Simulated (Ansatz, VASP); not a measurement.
Al in VASP and in Ansatz

```
Al
1.0
    -1.60644    1.60644   -1.60644
    -1.60644   -1.60644    1.60644
     0.00000   10.66840   10.66840
Al
4
Direct
  0.00000 0.00000 0.52703
  0.50000 0.50000 0.07529
  0.00000 0.00000 0.22587
  0.50000 0.50000 0.37645
```

Alike in both runs: task single point; functional PBEsol; k mesh 22 × 22 × 7; occupations gaussian, width 0.15 eV; no spin polarisation.

```csv
,VASP,Ansatz
version,VASP 6.6.1,Ansatz 0.2.0
potentials or method,"VASP PAW PBE potentials, release 64 (Al), cutoff 520 eV","scalar-relativistic, plane waves, PAW"
valence electrons in the cell,12,12
```

|  | VASP | Ansatz | Ansatz less VASP |
| --- | --- | --- | --- |
| gap on the k mesh at the Fermi level (eV) | none | none | - |
| rms of the force components (eV/Å) | 0.049 | 0.048 | -0.0009 |

VASP's potentials were made for PBE, not for PBEsol. Atom by atom the forces differ by 0.002 eV/Å (rms over components). A gap of «none» marks a metal or a gap that the smearing closes.
